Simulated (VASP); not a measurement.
# Ti (P6/mmm) in VASP: a series of runs

Ti is run at these levels: r2SCAN; tasks: relaxation of cell and atoms.

Program: VASP 6.6.1. These are calculated values, not measurements. Logs are shortened: lines on timing, memory, paths and dates and some standing lists are left out, and cuts for length are marked.

## Step 1: The cell of the first run

It takes space group P6/mmm (No. 191, hexagonal). Conventional cell: a = 4.600 Å, b = 4.600 Å, c = 2.820 Å, α = 90.00°, β = 90.00°, γ = 120.00°. Within 3.7 Å of Ti (site symmetry 6/mmm) lie 14 Ti at 2.82 to 3.01 Å. Within 3.5 Å of Ti (site symmetry -6m2) lie 11 Ti at 2.66 to 3.01 Å.

This isn't the form of Ti at room conditions, which is hcp.

## Step 2: Relaxation of cell and atoms, r2SCAN

Input file POSCAR:

```
Ti
1.0
    4.6000000000      0.0000000000      0.0000000000
   -2.3000000000      3.9837168600      0.0000000000
    0.0000000000      0.0000000000      2.8200000000
Ti
3
Direct
    0.0000000000      0.0000000000      0.0000000000
    0.3333333333      0.6666666667      0.5000000000
    0.6666666667      0.3333333333      0.5000000000
```

Input file INCAR.step1:

```
SYSTEM = Ti
  ALGO = Normal
  EDIFF = 1E-4
  ENCUT = 600
  GGA = PE
  ISMEAR = -1
  LASPH = .True.
  LCHARG = .False.
  LREAL = .False.
  LWAVE = .True.
  NELM = 80
  PREC = Accurate
  SIGMA = 0.1
```

Input file INCAR.step2:

```
SYSTEM = Ti
  ALGO = Normal
  EDIFF = 1E-6
  EDIFFG = -0.01
  ENCUT = 600
  IBRION = 2
  ISIF = 3
  ISMEAR = -1
  ISTART = 1
  LASPH = .True.
  LCHARG = .False.
  LMIXTAU = .True.
  LREAL = .False.
  LWAVE = .False.
  METAGGA = R2SCAN
  NELM = 80
  NSW = 80
  PREC = Accurate
  SIGMA = 0.1
```

Input file KPOINTS:

```
k-points
0
Gamma
  8 8 11
  0 0 0
```

Potentials or basis: VASP PAW PBE potentials, release 64 (Ti_sv).

Started as:

```console
> cat potpaw_PBE.64/Ti_sv/POTCAR > POTCAR
> cp INCAR.step1 INCAR
> mpirun -np 1 vasp_std > vasp.out
> cp INCAR.step2 INCAR
> mpirun -np 1 vasp_std > vasp.out
```

OUTCAR:

```text
SYSTEM = Ti
   EDIFF = 1E-6
   EDIFFG = -0.01
   ENCUT = 600
   IBRION = 2
   ISIF = 3
   ISMEAR = -1
   ISTART = 1
   LASPH = .True.
   LREAL = .False.
   METAGGA = R2SCAN
   NELM = 80
   NSW = 80
   PREC = Accurate

 ion  position               nearest neighbor table
   1  0.000  0.000  0.000-
   2  0.333  0.667  0.500-   3 2.66   3 2.66   3 2.66
   3  0.667  0.333  0.500-   2 2.66   2 2.66   2 2.66

  LATTYP: Found a hexagonal cell.
 ALAT       =     4.6000000000
 C/A-ratio  =     0.6130434783

  Lattice vectors:

 A1 = (   4.6000000000,   0.0000000000,   0.0000000000)
 A2 = (  -2.3000000000,   3.9837168600,   0.0000000000)
 A3 = (   0.0000000000,   0.0000000000,   2.8200000000)

Analysis of symmetry for initial positions (statically):
=====================================================================
 Subroutine PRICEL returns:
 Original cell was already a primitive cell.

 Routine SETGRP: Setting up the symmetry group for a
 hexagonal supercell.

 Subroutine GETGRP returns: Found 24 space group operations
 (whereof 24 operations were pure point group operations)
 out of a pool of 24 trial point group operations.

The static configuration has the point symmetry D_6h.

Analysis of symmetry for dynamics (positions and initial velocities):
=====================================================================
 Subroutine PRICEL returns:
 Original cell was already a primitive cell.

 Routine SETGRP: Setting up the symmetry group for a
 hexagonal supercell.

 Subroutine GETGRP returns: Found 24 space group operations
 (whereof 24 operations were pure point group operations)
 out of a pool of 24 trial point group operations.

The dynamic configuration has the point symmetry D_6h.

 Subroutine INISYM returns: Found 24 space group operations
 (whereof 24 operations are pure point group operations),
 and found     1 'primitive' translations

----------------------------------------------------------------------------------------

                                     Primitive cell

  volume of cell :      51.6768

  direct lattice vectors                    reciprocal lattice vectors
     4.600000000  0.000000000  0.000000000     0.217391304  0.125510928  0.000000000
    -2.300000000  3.983716860  0.000000000     0.000000000  0.251021856  0.000000000
     0.000000000  0.000000000  2.820000000     0.000000000  0.000000000  0.354609929

  length of vectors
     4.600000000  4.600000002  2.820000000     0.251021856  0.251021856  0.354609929

  position of ions in fractional coordinates (direct lattice)
     0.000000000  0.000000000  0.000000000
     0.333333333  0.666666667  0.500000000
     0.666666667  0.333333333  0.500000000

  ion indices of the primitive-cell ions
   primitive index   ion index
                 1           1
                 2           2
                 3           3

----------------------------------------------------------------------------------------

 KPOINTS: k-points

Automatic generation of k-mesh.
 Grid dimensions read from file:
 generate k-points for:    8    8   11

 Generating k-lattice:

  Cartesian coordinates                     Fractional coordinates (reciprocal lattice)
     0.027173913  0.015688866  0.000000000     0.125000000  0.000000000  0.000000000
     0.000000000  0.031377732  0.000000000     0.000000000  0.125000000  0.000000000
     0.000000000  0.000000000  0.032237266     0.000000000  0.000000000  0.090909091

  Length of vectors
     0.031377732  0.031377732  0.032237266

  Shift w.r.t. Gamma in fractional coordinates (k-lattice)
     0.000000000  0.000000000  0.000000000

 Subroutine IBZKPT returns following result:
 ===========================================

 Found     60 irreducible k-points:

 Following reciprocal coordinates:
            Coordinates               Weight
  0.000000  0.000000  0.000000      1.000000
  0.125000  0.000000  0.000000      6.000000
  0.250000  0.000000  0.000000      6.000000
  0.375000  0.000000  0.000000      6.000000
  0.500000  0.000000  0.000000      3.000000
  0.125000  0.125000  0.000000      6.000000
[... 16 lines left out ...]
  0.250000  0.000000  0.181818     12.000000
  0.375000  0.000000  0.181818     12.000000
 [... further k-points ...]
   k-points           NKPTS =     60   k-points in BZ     NKDIM =     60   number of bands    NBANDS=     22
   number of dos      NEDOS =    301   number of ions     NIONS =      3
   total plane-waves  NPLWV =  38400
   dimension x,y,z NGX =    40 NGY =   40 NGZ =   24
   dimension x,y,z NGXF=    80 NGYF=   80 NGZF=   48
   ions per type =               3
   NGX,Y,Z   is equivalent  to a cutoff of  14.46, 14.46, 14.15 a.u.
   NGXF,Y,Z  is equivalent  to a cutoff of  28.91, 28.91, 28.30 a.u.
 SYSTEM =  Ti
   PREC   = accura    normal or accurate (medium, high low for compatibility)
   ISTART =      1    job   : 0-new  1-cont  2-samecut
   ICHARG =      0    charge: 1-file 2-atom 10-const
   ISPIN  =      1    spin polarized calculation?
   LNONCOLLINEAR =      F non collinear calculations
   LSORBIT =      F    spin-orbit coupling
   LASPH  =      T    aspherical Exc in radial PAW
   ENCUT  =  600.0 eV  44.10 Ry    6.64 a.u.   9.19  9.19  5.63*2*pi/ulx,y,z
   NELM   =     80;   NELMIN=  2; NELMDL=  0     # of ELM steps
   EDIFF  = 0.1E-05   stopping-criterion for ELM
   LREAL  =      F    real-space projection
   EDIFFG = -.1E-01   stopping-criterion for IOM
   NSW    =     80    number of steps for IOM
   IBRION =      2    ionic relax: 0-MD 1-quasi-New 2-CG
   NFREE  =      1    steps in history (QN), initial steepest desc. (CG)
   ISIF   =      3    stress and relaxation
   ISYM   =      2    0-nonsym 1-usesym 2-fastsym
   POTIM  = 0.5000    time-step for ionic-motion
   TEBEG  =    0.0;   TEEND  =   0.0 temperature during run
   PSTRESS=    0.0 pullay stress
   NELECT =      36.0000    total number of electrons
   NUPDOWN=      -1.0000    fix difference up-down
   EMIN   =  10.00;   EMAX   =-10.00  energy-range for DOS
   EFERMI =   0.00;   METHOD = LEGACY
   ISMEAR =    -1;   SIGMA  =   0.10  broadening in eV -4-tet -1-fermi 0-gaus
   EFERMI_NEDOS =   21; number of points for ismear=-14 and -15
   IALGO  =     38    algorithm
   IMIX   =      4    mixing-type and parameters
     AMIX     =   0.40;   BMIX     =  1.00
     AMIX_MAG =   1.60;   BMIX_MAG =  1.00
  volume/ion in A,a.u.               =      17.23       116.24
  Fermi-wavevector in a.u.,A,eV,Ry     =   1.451255  2.742475 28.655807  2.106142
  Thomas-Fermi vector in A             =   2.568774
   LORBIT       =      0    0 simple, 1 ext, 2 COOP (PROOUT), +10 PAW based schemes
   METAGGA = R2SCAN    functional components
   LHFCALC =     F    Hartree Fock is set to
   AEXX    =    0.0000 exact exchange contribution
   IVDW    =     0    specifies the selected vdW correction
   LEPSILON=     F    determine dielectric tensor
   LRPA    =     F    only Hartree local field effects (RPA)
 conjugate gradient relaxation of ions
 non-spin polarized calculation
  energy-cutoff  :      600.00
  volume of cell :       51.68
 maximum number of plane-waves:      1757
 NGX is ok and might be reduce to    40
   NGX = 19   NGY = 19   NGZ = 11

--------------------------------------- Ionic step        1  -------------------------------------------

 number of electron      35.9999997 magnetization

 Free energy of the ion-electron system (eV)
  ---------------------------------------------------
  ext. energy  EPLUGINS =         0.00000000
  ---------------------------------------------------
  free energy    TOTEN  =       -38.93631834 eV

  energy without entropy =      -38.84707653  energy(sigma->0) =      -38.89169744

------------------------ aborting loop because EDIFF is reached ----------------------------------------

  FORCE on cell =-STRESS in cart. coord.  units (eV):
  Direction    XX          YY          ZZ          XY          YZ          ZX
  --------------------------------------------------------------------------------------
  -------------------------------------------------------------------------------------
  Total       -0.5058920     -0.5058920      0.0483956      0.0000000      0.0000000      0.0000000
  in kB      -15.6845830    -15.6845831      1.5004493      0.0000000      0.0000000      0.0000000
  external PRESSURE =      -9.9562389 kB  Pullay stress =       0.0000000 kB
[... 170 lines left out ...]
  energy  without entropy=      -38.8509021755  energy(sigma->0) =      -38.89497098

--------------------------------------- Ionic step        6  -------------------------------------------

 number of electron      35.9999997 magnetization

 Free energy of the ion-electron system (eV)
  ---------------------------------------------------
  ext. energy  EPLUGINS =         0.00000000
  ---------------------------------------------------
  free energy    TOTEN  =       -38.93905407 eV

  energy without entropy =      -38.85093224  energy(sigma->0) =      -38.89499315

 E-fermi :   8.4462     XC(G=0): -12.4826

 val. band max:        8.4420213964   @ k =   0.3750   0.1250   0.0909
 cond. band min:       8.4466304014   @ k =   0.2500   0.1250   0.0000
 fundamental gap:      0.0046090050
 Fermi energy:         8.4461620984

 k-point     1 :       0.0000    0.0000    0.0000
  band No.  band energies     occupation
      1     -50.7782      2.00000
      2     -50.5469      2.00000
      3     -50.3828      2.00000
      4     -26.0442      2.00000
      5     -26.0441      2.00000
      6     -25.9907      2.00000
[... 574 lines left out ...]
      6     -25.8722      2.00000
[... 14 lines left out ...]
     21       9.3345      0.00028
     22       9.5829      0.00002

 [... further k-points ...]

------------------------ aborting loop because EDIFF is reached ----------------------------------------

  FORCE on cell =-STRESS in cart. coord.  units (eV):
  Direction    XX          YY          ZZ          XY          YZ          ZX
  --------------------------------------------------------------------------------------
  -------------------------------------------------------------------------------------
  Total        0.0055873      0.0055873      0.0061901      0.0000000      0.0000000     -0.0000000
  in kB        0.1746378      0.1746378      0.1934786      0.0000000      0.0000000     -0.0000000
  external PRESSURE =       0.1809181 kB  Pullay stress =       0.0000000 kB
[... 18 lines left out ...]
  FREE ENERGIE OF THE ION-ELECTRON SYSTEM (eV)
  ---------------------------------------------------
  free  energy   TOTEN  =       -38.9390540657 eV

  energy  without entropy=      -38.8509322386  energy(sigma->0) =      -38.89499315

 reached required accuracy - stopping structural energy minimisation
```

Wall time 12 min (1 thread of Intel Xeon Platinum 8559C (Emerald Rapids), shared host); peak memory 0.24 GiB.

Results:

```yaml
Free_energy: -38.9391 eV
Relaxed_volume: 17.09 Å³/atom
Relaxed_cell: a = 4.574 Å, b = 4.574 Å, c = 2.829 Å, α = 90.00°, β = 90.00°, γ = 120.00°
Space_group_after_relaxing_to_0.1_Å: P6/mmm (No. 191)
Energy_gained_by_relaxing: 0.9 meV/atom
Ionic_steps: 6
Pressure_after_relaxing: 0.0 GPa
Band_gap_on_the_k_mesh: zero (bands 18 and 19 overlap by 0.20 eV)
```

The path:
```tsv
step	energy change (eV)	largest force (eV/Å)	pressure (GPa)	volume (Å³)
1	0.0000	0.0000	-1.00	51.68
2	-0.0017	0.0000	0.86	50.88
3	-0.0024	0.0000	0.22	51.18
4	-0.0024	0.0000	0.23	51.17
5	-0.0027	0.0000	-0.04	51.28
6	-0.0027	0.0000	0.02	51.26
```

Final structure:
```
Ti
1.0
     4.57416    0.00000    0.00000
    -2.28708    3.96134    0.00000
     0.00000    0.00000    2.82894
Ti
3
Direct
  0.00000 0.00000 0.00000
  0.33333 0.66667 0.50000
  0.66667 0.33333 0.50000
```

Levels at points of the mesh, in eV from the Fermi level:
```tsv
k point	band 16	band 17	band 18	band 19	band 20	band 21
(0.00, 0.00, 0.00)	-0.78	-0.75	-0.75	0.03	0.84	1.46
(0.50, 0.00, 0.00)	-0.40	-0.33	-0.32	0.12	0.66	0.94
```

Caveat: the PAW data sets were made with another functional, which shifts forces and pressure a little.

## Step 3: Relaxation of cell and atoms, r2SCAN, target pressure 2 GPa, at which the enthalpy is minimised

POSCAR is that of step 2.

Input file INCAR.step1:

```
SYSTEM = Ti
ALGO = Normal ; EDIFF = 1E-4
ENCUT = 600 ; GGA = PE
ISMEAR = -1 ; LASPH = .True.
LCHARG = .False. ; LREAL = .False.
LWAVE = .True. ; NELM = 60
PREC = Accurate ; SIGMA = 0.1
```

Input file INCAR.step2:

```
SYSTEM = Ti
ALGO = Normal ; EDIFF = 1E-7
EDIFFG = -0.01 ; ENCUT = 600
IBRION = 2 ; ISIF = 3
ISMEAR = -1 ; ISTART = 1
LASPH = .True. ; LCHARG = .False.
LMIXTAU = .True. ; LREAL = .False.
LWAVE = .False. ; METAGGA = R2SCAN
NELM = 60 ; NSW = 80
PREC = Accurate ; PSTRESS = 20.0
SIGMA = 0.1
```

KPOINTS is that of step 2.

Potentials or basis: VASP PAW PBE potentials, release 64 (Ti_sv).

Started as:

```console
> cat potpaw_PBE.64/Ti_sv/POTCAR > POTCAR
> cp INCAR.step1 INCAR
> mpirun -np 1 vasp_std > vasp.out
> cp INCAR.step2 INCAR
> mpirun -np 1 vasp_std > vasp.out
```

Run time: 12 min. Hardware: 1 thread of Intel Xeon Platinum 8559C (Emerald Rapids), shared host; peak memory 0.24 GiB.

The run converged. Its results:

```yaml
Free_energy: -38.9339 eV
Relaxed_volume: 16.81 Å³/atom
Relaxed_cell: a = 4.548 Å, b = 4.548 Å, c = 2.815 Å, α = 90.00°, β = 90.00°, γ = 120.00°
Space_group_after_relaxing_to_0.1_Å: P6/mmm (No. 191)
Energy_change_on_relaxing_the_run_minimises_the_enthalpy: +0.8 meV/atom
Ionic_steps: 4
Pressure_after_relaxing: 2.0 GPa
Band_gap_on_the_k_mesh: zero (bands 18 and 19 overlap by 0.23 eV)
```

The path:
| step | energy change (eV) | largest force (eV/Å) | pressure (GPa) | volume (Å³) |
| --- | --- | --- | --- | --- |
| 1 | 0.0000 | 0.0000 | -0.87 | 51.68 |
| 2 | 0.0236 | 0.0000 | 4.64 | 49.40 |
| 3 | 0.0034 | 0.0000 | 2.12 | 50.39 |
| 4 | 0.0024 | 0.0000 | 1.99 | 50.43 |

Final structure:
```cif
data_structure
_symmetry_space_group_name_H-M 'P 1'
_symmetry_Int_Tables_number 1
_cell_length_a 4.5482
_cell_length_b 4.5482
_cell_length_c 2.8148
_cell_angle_alpha 90.000
_cell_angle_beta 90.000
_cell_angle_gamma 120.000
_cell_volume 50.43
loop_
_atom_site_label
_atom_site_type_symbol
_atom_site_fract_x
_atom_site_fract_y
_atom_site_fract_z
_atom_site_occupancy
Ti1 Ti 0.00000 0.00000 0.00000 1
Ti2 Ti 0.33333 0.66667 0.50000 1
Ti3 Ti 0.66667 0.33333 0.50000 1
```

Levels at points of the mesh, in eV from the Fermi level:
```
           k point  band 16  band 17  band 18  band 19  band 20  band 21
(0.00, 0.00, 0.00)    -0.78    -0.75    -0.75     0.04     0.86     1.48
(0.50, 0.00, 0.00)    -0.42    -0.34    -0.34     0.11     0.67     0.99
```

Caveat: the cell is relaxed towards a set pressure, so the run minimises the enthalpy, not the energy; the PAW data sets were made with another functional, which shifts forces and pressure a little.
